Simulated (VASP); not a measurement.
# MgO (Pm-3m) in VASP: notebook

The runs below take MgO through single point, with PBE.

Program: VASP 6.6.1. These are calculated values, not measurements. Logs are shortened: lines on timing, memory, paths and dates and some standing lists are left out, and cuts for length are marked.

### Step 1. The cell of the first run

The structure is cubic, space group Pm-3m (No. 221). The conventional cell has a = 2.606 Å, b = 2.606 Å, c = 2.606 Å, α = 90.00°, β = 90.00°, γ = 90.00°. Within 3.0 Å of Mg (site symmetry m-3m) lie 8 O at 2.26 Å and 6 Mg at 2.61 Å. O (site symmetry m-3m) has 8 Mg at 2.26 Å and 6 O at 2.61 Å within 3.0 Å.

### Step 2. Single point, PBE (volume changed by -6%)

The input, INCAR:

```
SYSTEM = MgO
PREC     = Accurate       ! precision mode
ENCUT    = 520            ! plane-wave cutoff, eV
EDIFF    = 1E-6           ! SCF threshold, eV
ISMEAR   = 0              ! smearing method
SIGMA    = 0.01           ! smearing width, eV
LREAL    = .FALSE.        ! projectors in reciprocal space
LASPH    = .TRUE.         ! aspherical terms in the spheres
NELM     = 80             ! most SCF steps
ALGO     = Normal         ! electronic algorithm
ISIF     = 2              ! what is computed and relaxed
LWAVE    = .FALSE.        ! write WAVECAR
LCHARG   = .FALSE.        ! write CHGCAR
GGA      = PE             ! functional
NBANDS   = 11             ! bands
```

The input, KPOINTS:

```
regular mesh
0
G
  8 8 8
  0 0 0
```

The input, POSCAR:

```
MgO
1.0
    2.6055243121      0.0000000000      0.0000000000
    0.0000000000      2.6055243121      0.0000000000
    0.0000000000      0.0000000000      2.6055243121
Mg O
1 1
Direct
    0.0000000000      0.0000000000      0.0000000000
    0.5000000000      0.5000000000      0.5000000000
```

Potentials or basis: VASP PAW PBE potentials, release 64 (Mg, O).

The run is started by

```
cat potpaw_PBE.64/Mg/POTCAR potpaw_PBE.64/O/POTCAR > POTCAR
mpirun -np 1 vasp_std > vasp.out
```

OUTCAR:

```text
SYSTEM = MgO
   PREC = Accurate
   ENCUT = 520
   EDIFF = 1E-6
   ISMEAR = 0
   LREAL = .FALSE.
   LASPH = .TRUE.
   NELM = 80
   ISIF = 2
   GGA = PE

 ion  position               nearest neighbor table
   1  0.000  0.000  0.000-   2 2.26   2 2.26   2 2.26   2 2.26   2 2.26   2 2.26   2 2.26   2 2.26

   2  0.500  0.500  0.500-   1 2.26   1 2.26   1 2.26   1 2.26   1 2.26   1 2.26   1 2.26   1 2.26

  LATTYP: Found a simple cubic cell.
 ALAT       =     2.6055243121

  Lattice vectors:

 A1 = (   2.6055243121,   0.0000000000,   0.0000000000)
 A2 = (   0.0000000000,   2.6055243121,   0.0000000000)
 A3 = (   0.0000000000,   0.0000000000,   2.6055243121)

Analysis of symmetry for initial positions (statically):
=====================================================================
 Subroutine PRICEL returns:
 Original cell was already a primitive cell.

 Routine SETGRP: Setting up the symmetry group for a
 simple cubic supercell.

 Subroutine GETGRP returns: Found 48 space group operations
 (whereof 48 operations were pure point group operations)
 out of a pool of 48 trial point group operations.

The static configuration has the point symmetry O_h .

Analysis of symmetry for dynamics (positions and initial velocities):
=====================================================================
 Subroutine PRICEL returns:
 Original cell was already a primitive cell.

 Routine SETGRP: Setting up the symmetry group for a
 simple cubic supercell.

 Subroutine GETGRP returns: Found 48 space group operations
 (whereof 48 operations were pure point group operations)
 out of a pool of 48 trial point group operations.

The dynamic configuration has the point symmetry O_h .

 Subroutine INISYM returns: Found 48 space group operations
 (whereof 48 operations are pure point group operations),
 and found     1 'primitive' translations

----------------------------------------------------------------------------------------

                                     Primitive cell

  volume of cell :      17.6883

  direct lattice vectors                    reciprocal lattice vectors
     2.605524312  0.000000000  0.000000000     0.383799911  0.000000000  0.000000000
     0.000000000  2.605524312  0.000000000     0.000000000  0.383799911  0.000000000
     0.000000000  0.000000000  2.605524312     0.000000000  0.000000000  0.383799911

  length of vectors
     2.605524312  2.605524312  2.605524312     0.383799911  0.383799911  0.383799911

  position of ions in fractional coordinates (direct lattice)
     0.000000000  0.000000000  0.000000000
     0.500000000  0.500000000  0.500000000

  ion indices of the primitive-cell ions
   primitive index   ion index
                 1           1
                 2           2

----------------------------------------------------------------------------------------

 KPOINTS: regular mesh

Automatic generation of k-mesh.
 Grid dimensions read from file:
 generate k-points for:    8    8    8

 Generating k-lattice:

  Cartesian coordinates                     Fractional coordinates (reciprocal lattice)
     0.047974989  0.000000000  0.000000000     0.125000000  0.000000000  0.000000000
     0.000000000  0.047974989  0.000000000     0.000000000  0.125000000  0.000000000
     0.000000000  0.000000000  0.047974989     0.000000000  0.000000000  0.125000000

  Length of vectors
     0.047974989  0.047974989  0.047974989

  Shift w.r.t. Gamma in fractional coordinates (k-lattice)
     0.000000000  0.000000000  0.000000000

 Subroutine IBZKPT returns following result:
 ===========================================

 Found     35 irreducible k-points:

 Following reciprocal coordinates:
            Coordinates               Weight
  0.000000  0.000000  0.000000      1.000000
  0.125000  0.000000  0.000000      6.000000
  0.250000  0.000000  0.000000      6.000000
  0.375000  0.000000  0.000000      6.000000
  0.500000  0.000000  0.000000      3.000000
  0.125000  0.125000  0.000000     12.000000
[... 16 lines left out ...]
  0.375000  0.375000  0.125000     24.000000
  0.500000  0.375000  0.125000     24.000000
 [... further k-points ...]
   k-points           NKPTS =     35   k-points in BZ     NKDIM =     35   number of bands    NBANDS=     11
   number of dos      NEDOS =    301   number of ions     NIONS =      2
   total plane-waves  NPLWV =   8000
   dimension x,y,z NGX =    20 NGY =   20 NGZ =   20
   dimension x,y,z NGXF=    40 NGYF=   40 NGZF=   40
   ions per type =               1   1
   NGX,Y,Z   is equivalent  to a cutoff of  12.76, 12.76, 12.76 a.u.
   NGXF,Y,Z  is equivalent  to a cutoff of  25.52, 25.52, 25.52 a.u.
 SYSTEM =  MgO
   PREC   = accura    normal or accurate (medium, high low for compatibility)
   ISTART =      0    job   : 0-new  1-cont  2-samecut
   ICHARG =      2    charge: 1-file 2-atom 10-const
   ISPIN  =      1    spin polarized calculation?
   LNONCOLLINEAR =      F non collinear calculations
   LSORBIT =      F    spin-orbit coupling
   LASPH  =      T    aspherical Exc in radial PAW
   ENCUT  =  520.0 eV  38.22 Ry    6.18 a.u.   4.84  4.84  4.84*2*pi/ulx,y,z
   NELM   =     80;   NELMIN=  2; NELMDL= -5     # of ELM steps
   EDIFF  = 0.1E-05   stopping-criterion for ELM
   LREAL  =      F    real-space projection
[... 7 lines left out ...]
   TEBEG  =    0.0;   TEEND  =   0.0 temperature during run
   PSTRESS=    0.0 pullay stress
   NELECT =       8.0000    total number of electrons
   NUPDOWN=      -1.0000    fix difference up-down
   EMIN   =  10.00;   EMAX   =-10.00  energy-range for DOS
   EFERMI =   0.00;   METHOD = LEGACY
   ISMEAR =     0;   SIGMA  =   0.01  broadening in eV -4-tet -1-fermi 0-gaus
   EFERMI_NEDOS =   21; number of points for ismear=-14 and -15
   IALGO  =     38    algorithm
   IMIX   =      4    mixing-type and parameters
     AMIX     =   0.40;   BMIX     =  1.00
     AMIX_MAG =   1.60;   BMIX_MAG =  1.00
  volume/ion in A,a.u.               =       8.84        59.68
  Fermi-wavevector in a.u.,A,eV,Ry     =   1.256637  2.374699 21.485443  1.579135
  Thomas-Fermi vector in A             =   2.390335
   LORBIT       =      0    0 simple, 1 ext, 2 COOP (PROOUT), +10 PAW based schemes
   GGA     = PE    functional components
   LHFCALC =     F    Hartree Fock is set to
   AEXX    =    0.0000 exact exchange contribution
   IVDW    =     0    specifies the selected vdW correction
   LEPSILON=     F    determine dielectric tensor
   LRPA    =     F    only Hartree local field effects (RPA)
 non-spin polarized calculation
 Gauss-broadening in eV      SIGMA  =   0.01
  energy-cutoff  :      520.00
  volume of cell :       17.69
 maximum number of plane-waves:       488
 NGX is ok and might be reduce to    20
   NGX =  9   NGY =  9   NGZ =  9

 number of electron       8.0000002 magnetization

 Free energy of the ion-electron system (eV)
  ---------------------------------------------------
  ext. energy  EPLUGINS =         0.00000000
  ---------------------------------------------------
  free energy    TOTEN  =       -10.37196254 eV

  energy without entropy =      -10.37196254  energy(sigma->0) =      -10.37196254

 E-fermi :   5.3799     XC(G=0): -11.4636

 val. band max:        5.3149369596   @ k =   0.5000   0.5000   0.0000
 cond. band min:       8.1281352320   @ k =   0.0000   0.0000   0.0000
 fundamental gap:      2.8131982724
 Fermi energy:         5.3799275726

 k-point     1 :       0.0000    0.0000    0.0000
  band No.  band energies     occupation
      1     -13.4194      2.00000
      2       4.2716      2.00000
      3       4.2716      2.00000
      4       4.2716      2.00000
      5       8.1281      0.00000
      6      15.8243      0.00000
      7      15.8243      0.00000
      8      26.1430      0.00000
      9      26.1430      0.00000
     10      26.1430      0.00000
     11      33.2483      0.00000

 k-point     2 :       0.1250    0.0000    0.0000
  band No.  band energies     occupation
      1     -13.2588      2.00000
      2       3.0304      2.00000
      3       4.3353      2.00000
      4       4.3353      2.00000
      5       8.9986      0.00000
      6      16.1569      0.00000
      7      16.1766      0.00000
      8      25.8491      0.00000
      9      25.8491      0.00000
     10      26.4398      0.00000
     11      31.9207      0.00000

 k-point     3 :       0.2500    0.0000    0.0000
  band No.  band energies     occupation
      1     -12.8368      2.00000
      2       0.9375      2.00000
      3       4.4938      2.00000
      4       4.4938      2.00000
      5      10.4003      0.00000
      6      16.4095      0.00000
      7      17.1431      0.00000
      8      25.0266      0.00000
      9      25.0266      0.00000
     10      27.9734      0.00000
     11      28.5441      0.00000

 k-point     4 :       0.3750    0.0000    0.0000
  band No.  band energies     occupation
      1     -12.3513      2.00000
      2      -0.7376      2.00000
      3       4.6596      2.00000
      4       4.6596      2.00000
      5      11.7851      0.00000
      6      15.7547      0.00000
      7      18.7066      0.00000
      8      24.1155      0.00000
      9      24.1155      0.00000
     10      24.9336      0.00000
     11      29.5785      0.00000
[... 239 lines left out ...]
 k-point    22 :       0.5000    0.2500    0.1250
  band No.  band energies     occupation
      1     -11.5833      2.00000
      2      -0.3983      2.00000
      3       2.4387      2.00000
      4       4.2916      2.00000
      5      13.1570      0.00000
      6      15.1856      0.00000
      7      16.7049      0.00000
      8      22.3844      0.00000
      9      23.9765      0.00000
     10      24.9268      0.00000
     11      30.1610      0.00000

 k-point    23 :       0.3750    0.3750    0.1250
  band No.  band energies     occupation
      1     -11.4091      2.00000
      2       0.6227      2.00000
      3       1.0008      2.00000
      4       4.4328      2.00000
      5      12.0326      0.00000
      6      15.7688      0.00000
      7      17.0747      0.00000
      8      21.1658      0.00000
      9      24.1245      0.00000
     10      25.0672      0.00000
     11      29.9631      0.00000

 k-point    24 :       0.5000    0.3750    0.1250
  band No.  band energies     occupation
      1     -11.2439      2.00000
      2       0.2670      2.00000
      3       1.1053      2.00000
      4       4.5460      2.00000
      5      11.4208      0.00000
      6      16.3631      0.00000
      7      16.8308      0.00000
      8      20.6645      0.00000
      9      24.4404      0.00000
     10      24.8438      0.00000
     11      29.2621      0.00000

 [... further k-points ...]
[... 5 lines left out ...]
  --------------------------------------------------------------------------------------
  -------------------------------------------------------------------------------------
  Total        0.9893256      0.9893256      0.9893256     -0.0000000     -0.0000000      0.0000000
  in kB       89.6116431     89.6116431     89.6116431     -0.0000000     -0.0000000      0.0000000
  external PRESSURE =      89.6116431 kB  Pullay stress =       0.0000000 kB

 VOLUME and BASIS-vectors are now :
 -----------------------------------------------------------------------------
  energy-cutoff  :      520.00
  volume of cell :       17.69
      direct lattice vectors                 reciprocal lattice vectors
     2.605524312  0.000000000  0.000000000     0.383799911  0.000000000  0.000000000
     0.000000000  2.605524312  0.000000000     0.000000000  0.383799911  0.000000000
     0.000000000  0.000000000  2.605524312     0.000000000  0.000000000  0.383799911

 POSITION                                       TOTAL-FORCE (eV/Angst)
 -----------------------------------------------------------------------------------
      0.00000      0.00000      0.00000         0.000000      0.000000      0.000000
      1.30276      1.30276      1.30276         0.000000      0.000000      0.000000
 -----------------------------------------------------------------------------------
    total drift:                                0.000000      0.000000      0.000000

  FREE ENERGIE OF THE ION-ELECTRON SYSTEM (eV)
  ---------------------------------------------------
  free  energy   TOTEN  =       -10.3719625422 eV

  energy  without entropy=      -10.3719625422  energy(sigma->0) =      -10.37196254
```

It took 5.2 s on 1 thread of Intel Xeon 6975P-C, shared host; peak memory 0.13 GiB.

What came out:

| Quantity | Value |
| --- | --- |
| Free energy | -10.3720 eV |
| Pressure | 9.0 GPa |
| Band gap on the k mesh | 2.81 eV, indirect (least direct gap 3.86 eV) |

Caveat: the cell differs from its parent crystal (volume changed by -6%).

### Step 3. Single point, PBE (volume changed by -3%)

The input, INCAR:

```
SYSTEM = MgO
PREC = Accurate
ENCUT = 520
EDIFF = 1E-6
ISMEAR = 0
SIGMA = 0.01
LREAL = .False.
LASPH = .True.
NELM = 60
ALGO = Normal
ISIF = 2
LWAVE = .False.
LCHARG = .False.
GGA = PE
NBANDS = 11
```

The input, KPOINTS:

```
Automatic mesh
0
Gamma
  8 8 8
  0 0 0
```

The input, POSCAR:

```
MgO
1.0
    2.6329528995      0.0000000000      0.0000000000
    0.0000000000      2.6329528995      0.0000000000
    0.0000000000      0.0000000000      2.6329528995
Mg O
1 1
Direct
    0.0000000000      0.0000000000      0.0000000000
    0.5000000000      0.5000000000      0.5000000000
```

Potentials or basis: VASP PAW PBE potentials, release 64 (Mg, O).

The run is started by

```
cat potpaw_PBE.64/Mg/POTCAR potpaw_PBE.64/O/POTCAR > POTCAR
mpirun -np 1 vasp_std > vasp.out
```

Run time: 5.2 s. Hardware: 1 thread of Intel Xeon 6975P-C, shared host; peak memory 0.12 GiB.

Results (log left out):

- Free energy: -10.3948 eV
- Pressure: 3.7 GPa
- Band gap on the k mesh: 2.52 eV, indirect (least direct gap 3.53 eV)

Levels at points of the mesh, in eV from the valence-band top:
```tsv
k point	band 1	band 2	band 3	band 4	band 5	band 6	band 7	band 8	band 9
(0.00, 0.00, 0.00)	-18.52	-1.01	-1.01	-1.01	2.52	10.45	10.45	20.31	20.31
(0.50, 0.00, 0.00)	-17.30	-6.50	-0.56	-0.56	7.02	9.43	14.55	17.44	18.06
(0.50, 0.50, 0.00)	-16.43	-4.70	-4.70	0.00	4.95	12.18	12.18	13.35	19.32
(0.50, 0.50, 0.50)	-15.59	-3.62	-3.62	-3.62	7.49	7.49	7.49	16.31	18.83
```

Caveat: the cell differs from its parent crystal (volume changed by -3%).

### Step 4. Single point, PBE

This run uses another cell than the first one, of 9.41 Å³/atom, 1.064 times its volume.

The input, INCAR:

```
SYSTEM = MgO
PREC = Accurate ; ENCUT = 520
EDIFF = 1E-7 ; ISMEAR = 0
SIGMA = 0.01 ; LREAL = .FALSE.
LASPH = .TRUE. ; NELM = 60
ALGO = Normal ; ISIF = 2
LWAVE = .FALSE. ; LCHARG = .FALSE.
GGA = PE ; NBANDS = 11
```

The input, KPOINTS:

```
Automatic mesh
0
G
  8 8 8
  0 0 0
```

The input, POSCAR:

```
MgO
1.0
    2.6598216215      0.0000000000      0.0000000000
    0.0000000000      2.6598216215      0.0000000000
    0.0000000000      0.0000000000      2.6598216215
Mg O
1 1
Direct
    0.0000000000      0.0000000000      0.0000000000
    0.5000000000      0.5000000000      0.5000000000
```

The run is started by

```
cat potpaw_PBE.64/Mg/POTCAR potpaw_PBE.64/O/POTCAR > POTCAR
mpirun -np 1 vasp_std > vasp.out
```

Run time: 5.5 s. Hardware: 1 thread of Intel Xeon 6975P-C, shared host; peak memory 0.12 GiB.

Results (log left out):

```
Free energy            : -10.4005 eV
Pressure               : -0.7 GPa
Band gap on the k mesh : 2.25 eV, indirect (least direct gap 3.22 eV)
```

Levels at points of the mesh, in eV from the valence-band top:
| k point | band 1 | band 2 | band 3 | band 4 | band 5 | band 6 | band 7 | band 8 | band 9 |
| --- | --- | --- | --- | --- | --- | --- | --- | --- | --- |
| (0.00, 0.00, 0.00) | -18.31 | -0.97 | -0.97 | -0.97 | 2.25 | 10.39 | 10.39 | 19.81 | 19.81 |
| (0.50, 0.00, 0.00) | -17.16 | -6.32 | -0.53 | -0.53 | 6.76 | 9.11 | 14.38 | 17.27 | 17.72 |
| (0.50, 0.50, 0.00) | -16.34 | -4.55 | -4.55 | 0.00 | 4.83 | 11.86 | 11.86 | 13.11 | 19.09 |
| (0.50, 0.50, 0.50) | -15.55 | -3.48 | -3.48 | -3.48 | 7.35 | 7.35 | 7.35 | 15.75 | 18.44 |

(Continued in part 2 of 2.)
